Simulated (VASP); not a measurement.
# B3As2 (Cmmm) in VASP: further runs

B3As2 is run at these levels: PBE; tasks: single point, relaxation of cell and atoms.

Program: VASP 6.6.1. These are calculated values, not measurements. Logs are shortened: lines on timing, memory, paths and dates and some standing lists are left out, and cuts for length are marked.

## Step 1: The cell of the first run

The structure is orthorhombic, space group Cmmm (No. 65). Conventional cell: a = 6.657 Å, b = 7.734 Å, c = 2.608 Å, α = 90.00°, β = 90.00°, γ = 90.00°. Within 2.1 Å of B (site symmetry m2m) lie 1 B at 1.58 Å and 2 As at 2.02 Å. Within 3.4 Å of B (site symmetry mmm) lie 6 B at 2.61 to 3.34 Å and 8 As at 2.87 Å. Within 2.7 Å of As (site symmetry 2/m) lie 2 B at 2.02 Å and 2 As at 2.61 Å.

The cell was built from a structure type or drawn by symmetry, and may not be a known phase.

## Step 2: Single point, PBE

Contents of INCAR:

```
PREC = Accurate
ENCUT = 600
EDIFF = 1E-6
ISMEAR = 0
SIGMA = 0.1
LREAL = F
LASPH = T
NELM = 120
ALGO = Normal
ISIF = 2
LWAVE = F
LCHARG = F
GGA = PE
NBANDS = 28
GGA_COMPAT = F
```

Contents of KPOINTS:

```
Automatic mesh
0
Gamma
  8 8 14
```

Contents of POSCAR:

```
B3As2
1.0
    3.3286974688     -3.8671027302      0.0000000000
    3.3286974688      3.8671027302      0.0000000000
    0.0000000000      0.0000000000      2.6084359520
B As
3 2
Direct
    0.1022831648      0.8977168352      0.0000000000
    0.8977168352      0.1022831648      0.0000000000
    0.5000000000      0.5000000000      0.5000000000
    0.5000000000      0.0000000000      0.0000000000
    0.0000000000      0.5000000000      0.0000000000
```

Potentials or basis: VASP PAW PBE potentials, release 64 (B, As_d).

Launch:

```
$ cat potpaw_PBE.64/B/POTCAR potpaw_PBE.64/As_d/POTCAR > POTCAR
$ mpirun -np 1 vasp_std > vasp.out
```

OUTCAR:

```text
PREC = Accurate
   ENCUT = 600
   EDIFF = 1E-6
   ISMEAR = 0
   LREAL = F
   LASPH = T
   NELM = 120
   ISIF = 2
   GGA = PE

 ion  position               nearest neighbor table
   1  0.102  0.898  0.000-   2 1.58   4 2.02   5 2.02
   2  0.898  0.102  0.000-   1 1.58   4 2.02   5 2.02
   3  0.500  0.500  0.500-
   4  0.500  0.000  0.000-   1 2.02   2 2.02
   5  0.000  0.500  0.000-   1 2.02   2 2.02

  LATTYP: Found a base centered orthorhombic cell.
 ALAT       =     6.6573949376
 B/A-ratio  =     1.1617465289
 C/A-ratio  =     0.3918103067

  Lattice vectors:

 A1 = (   3.3286974688,  -3.8671027302,   0.0000000000)
 A2 = (   3.3286974688,   3.8671027302,   0.0000000000)
 A3 = (   0.0000000000,   0.0000000000,   2.6084359520)

Analysis of symmetry for initial positions (statically):
=====================================================================
 Subroutine PRICEL returns:
 Original cell was already a primitive cell.

 Routine SETGRP: Setting up the symmetry group for a
 base centered orthorhombic supercell.

 Subroutine GETGRP returns: Found  8 space group operations
 (whereof  8 operations were pure point group operations)
 out of a pool of  8 trial point group operations.

The static configuration has the point symmetry D_2h.

Analysis of symmetry for dynamics (positions and initial velocities):
=====================================================================
 Subroutine PRICEL returns:
 Original cell was already a primitive cell.

 Routine SETGRP: Setting up the symmetry group for a
 base centered orthorhombic supercell.

 Subroutine GETGRP returns: Found  8 space group operations
 (whereof  8 operations were pure point group operations)
 out of a pool of  8 trial point group operations.

The dynamic configuration has the point symmetry D_2h.

 Subroutine INISYM returns: Found  8 space group operations
 (whereof  8 operations are pure point group operations),
 and found     1 'primitive' translations

----------------------------------------------------------------------------------------

                                     Primitive cell

  volume of cell :      67.1537

  direct lattice vectors                    reciprocal lattice vectors
     3.328697469 -3.867102730  0.000000000     0.150208904 -0.129295763  0.000000000
     3.328697469  3.867102730  0.000000000     0.150208904  0.129295763  0.000000000
     0.000000000  0.000000000  2.608435952     0.000000000  0.000000000  0.383371499

  length of vectors
     5.102422010  5.102422010  2.608435952     0.198192102  0.198192102  0.383371499

  position of ions in fractional coordinates (direct lattice)
     0.102283165  0.897716835  0.000000000
     0.897716835  0.102283165  0.000000000
     0.500000000  0.500000000  0.500000000
     0.500000000  1.000000000  0.000000000
     1.000000000  0.500000000  0.000000000

  ion indices of the primitive-cell ions
   primitive index   ion index
                 1           1
                 2           2
                 3           3
                 4           4
                 5           5

----------------------------------------------------------------------------------------

 KPOINTS: Automatic mesh

Automatic generation of k-mesh.
 Grid dimensions read from file:
 generate k-points for:    8    8   14

 Generating k-lattice:

  Cartesian coordinates                     Fractional coordinates (reciprocal lattice)
     0.018776113 -0.016161970  0.000000000     0.125000000 -0.000000000  0.000000000
     0.018776113  0.016161970  0.000000000    -0.000000000  0.125000000  0.000000000
     0.000000000  0.000000000  0.027383678     0.000000000  0.000000000  0.071428571

  Length of vectors
     0.024774013  0.024774013  0.027383678

  Shift w.r.t. Gamma in fractional coordinates (k-lattice)
     0.000000000  0.000000000  0.000000000

 Subroutine IBZKPT returns following result:
 ===========================================

 Found    168 irreducible k-points:

 Following reciprocal coordinates:
            Coordinates               Weight
  0.000000  0.000000  0.000000      1.000000
  0.125000  0.000000  0.000000      4.000000
  0.250000  0.000000  0.000000      4.000000
  0.375000  0.000000  0.000000      4.000000
  0.500000  0.000000  0.000000      2.000000
  0.125000  0.125000  0.000000      2.000000
[... 16 lines left out ...]
  0.125000  0.000000  0.071429      8.000000
  0.250000  0.000000  0.071429      8.000000
 [... further k-points ...]
   k-points           NKPTS =    168   k-points in BZ     NKDIM =    168   number of bands    NBANDS=     28
   number of dos      NEDOS =    301   number of ions     NIONS =      5
   total plane-waves  NPLWV =  42336
   dimension x,y,z NGX =    42 NGY =   42 NGZ =   24
   dimension x,y,z NGXF=    84 NGYF=   84 NGZF=   48
   ions per type =               3   2
   NGX,Y,Z   is equivalent  to a cutoff of  13.68, 13.68, 15.30 a.u.
   NGXF,Y,Z  is equivalent  to a cutoff of  27.37, 27.37, 30.59 a.u.
 SYSTEM =  unknown system
   PREC   = accura    normal or accurate (medium, high low for compatibility)
   ISTART =      0    job   : 0-new  1-cont  2-samecut
   ICHARG =      2    charge: 1-file 2-atom 10-const
   ISPIN  =      1    spin polarized calculation?
   LNONCOLLINEAR =      F non collinear calculations
   LSORBIT =      F    spin-orbit coupling
   LASPH  =      T    aspherical Exc in radial PAW
   ENCUT  =  600.0 eV  44.10 Ry    6.64 a.u.  10.19 10.19  5.21*2*pi/ulx,y,z
   NELM   =    120;   NELMIN=  2; NELMDL= -5     # of ELM steps
   EDIFF  = 0.1E-05   stopping-criterion for ELM
   LREAL  =      F    real-space projection
   EDIFFG = 0.1E-04   stopping-criterion for IOM
   NSW    =      0    number of steps for IOM
   IBRION =     -1    ionic relax: 0-MD 1-quasi-New 2-CG
   NFREE  =      0    steps in history (QN), initial steepest desc. (CG)
   ISIF   =      2    stress and relaxation
   ISYM   =      2    0-nonsym 1-usesym 2-fastsym
   POTIM  = 0.5000    time-step for ionic-motion
   TEBEG  =    0.0;   TEEND  =   0.0 temperature during run
   PSTRESS=    0.0 pullay stress
   NELECT =      39.0000    total number of electrons
   NUPDOWN=      -1.0000    fix difference up-down
   EMIN   =  10.00;   EMAX   =-10.00  energy-range for DOS
   EFERMI =   0.00;   METHOD = LEGACY
   ISMEAR =     0;   SIGMA  =   0.10  broadening in eV -4-tet -1-fermi 0-gaus
   EFERMI_NEDOS =   21; number of points for ismear=-14 and -15
   IALGO  =     38    algorithm
   IMIX   =      4    mixing-type and parameters
     AMIX     =   0.40;   BMIX     =  1.00
     AMIX_MAG =   1.60;   BMIX_MAG =  1.00
  volume/ion in A,a.u.               =      13.43        90.64
  Fermi-wavevector in a.u.,A,eV,Ry     =   1.365860  2.581102 25.382682  1.865574
  Thomas-Fermi vector in A             =   2.492052
   LORBIT       =      0    0 simple, 1 ext, 2 COOP (PROOUT), +10 PAW based schemes
   GGA     = PE    functional components
   LHFCALC =     F    Hartree Fock is set to
   AEXX    =    0.0000 exact exchange contribution
   IVDW    =     0    specifies the selected vdW correction
   LEPSILON=     F    determine dielectric tensor
   LRPA    =     F    only Hartree local field effects (RPA)
 non-spin polarized calculation
 Gauss-broadening in eV      SIGMA  =   0.10
  energy-cutoff  :      600.00
  volume of cell :       67.15
 maximum number of plane-waves:      2262
 NGX is ok and might be reduce to    42
   NGX = 21   NGY = 21   NGZ = 11

 number of electron      38.9999991 magnetization

 Free energy of the ion-electron system (eV)
  ---------------------------------------------------
  ext. energy  EPLUGINS =         0.00000000
  ---------------------------------------------------
  free energy    TOTEN  =       -22.96229973 eV

  energy without entropy =      -22.95309875  energy(sigma->0) =      -22.95769924

 E-fermi :   4.5488     XC(G=0): -11.0776

 val. band max:        4.5470409805   @ k =   0.2500   0.0000   0.4286
 cond. band min:       4.5508787853   @ k =  -0.3750   0.3750   0.0714
 fundamental gap:      0.0038378048
 Fermi energy:         4.5487754412

 k-point     1 :       0.0000    0.0000    0.0000
  band No.  band energies     occupation
      1     -32.0007      2.00000
      2     -31.9976      2.00000
      3     -31.9069      2.00000
      4     -31.9061      2.00000
      5     -31.8519      2.00000
      6     -31.8430      2.00000
[... 20 lines left out ...]
     27      12.0383      0.00000
     28      13.1249      0.00000

 k-point     2 :       0.1250    0.0000    0.0000
  band No.  band energies     occupation
      1     -32.0006      2.00000
      2     -31.9977      2.00000
      3     -31.9069      2.00000
      4     -31.9061      2.00000
      5     -31.8516      2.00000
      6     -31.8433      2.00000
[... 20 lines left out ...]
     27      12.3521      0.00000
     28      13.3212      0.00000

 k-point     3 :       0.2500    0.0000    0.0000
  band No.  band energies     occupation
      1     -32.0003      2.00000
      2     -31.9980      2.00000
      3     -31.9068      2.00000
      4     -31.9062      2.00000
      5     -31.8505      2.00000
      6     -31.8442      2.00000
[... 20 lines left out ...]
     27      12.4880      0.00000
     28      13.2996      0.00000

 k-point     4 :       0.3750    0.0000    0.0000
  band No.  band energies     occupation
      1     -31.9997      2.00000
      2     -31.9985      2.00000
      3     -31.9067      2.00000
      4     -31.9063      2.00000
      5     -31.8489      2.00000
      6     -31.8455      2.00000
[... 578 lines left out ...]
     27      11.2895      0.00000
     28      12.9885      0.00000

 k-point    23 :       0.1250    0.0000    0.0714
  band No.  band energies     occupation
      1     -31.9945      2.00000
      2     -31.9915      2.00000
      3     -31.9090      2.00000
      4     -31.9082      2.00000
      5     -31.8510      2.00000
      6     -31.8427      2.00000
[... 20 lines left out ...]
     27      11.7363      0.00000
     28      12.9063      0.00000

 k-point    24 :       0.2500    0.0000    0.0714
  band No.  band energies     occupation
      1     -31.9941      2.00000
      2     -31.9919      2.00000
      3     -31.9089      2.00000
      4     -31.9083      2.00000
      5     -31.8499      2.00000
      6     -31.8436      2.00000
[... 20 lines left out ...]
     27      11.9971      0.00000
     28      13.0002      0.00000

 [... further k-points ...]

------------------------ aborting loop because EDIFF is reached ----------------------------------------

  FORCE on cell =-STRESS in cart. coord.  units (eV):
  Direction    XX          YY          ZZ          XY          YZ          ZX
  --------------------------------------------------------------------------------------
  -------------------------------------------------------------------------------------
  Total       -0.1056616     -0.0330232      0.0118149      0.0000000      0.0000000      0.0000000
  in kB       -2.5209111     -0.7878781      0.2818835      0.0000000      0.0000000      0.0000000
  external PRESSURE =      -1.0089686 kB  Pullay stress =       0.0000000 kB

 VOLUME and BASIS-vectors are now :
 -----------------------------------------------------------------------------
  energy-cutoff  :      600.00
  volume of cell :       67.15
      direct lattice vectors                 reciprocal lattice vectors
     3.328697469 -3.867102730  0.000000000     0.150208904 -0.129295763  0.000000000
     3.328697469  3.867102730  0.000000000     0.150208904  0.129295763  0.000000000
     0.000000000  0.000000000  2.608435952     0.000000000  0.000000000  0.383371499

 POSITION                                       TOTAL-FORCE (eV/Angst)
 -----------------------------------------------------------------------------------
      3.32870      3.07602      0.00000        -0.000000     -0.026066      0.000000
      3.32870     -3.07602      0.00000        -0.000000      0.026066      0.000000
      3.32870      0.00000      1.30422         0.000000     -0.000000      0.000000
      1.66435     -1.93355      0.00000        -0.000000     -0.000000      0.000000
      1.66435      1.93355      0.00000        -0.000000      0.000000      0.000000
 -----------------------------------------------------------------------------------
    total drift:                                0.000000      0.000000     -0.000000

  FREE ENERGIE OF THE ION-ELECTRON SYSTEM (eV)
  ---------------------------------------------------
  free  energy   TOTEN  =       -22.9622997294 eV

  energy  without entropy=      -22.9530987507  energy(sigma->0) =      -22.95769924
```

Wall time 2.7 min (1 thread of Intel Xeon 6975P-C (Granite Rapids), shared host); peak memory 0.42 GiB.

What came out:

```yaml
Free_energy: -22.9623 eV
Pressure: -0.1 GPa
Largest_force: 0.026 eV/Å
Band_gap_on_the_k_mesh: zero (an odd number of electrons rules out a gap without spin polarisation)
```

Forces on the atoms (eV/Å):
```
B    0.000 -0.026  0.000
B    0.000  0.026  0.000
B    0.000  0.000  0.000
As   0.000  0.000  0.000
As   0.000  0.000  0.000
```

(Continued in part 2 of 2.)
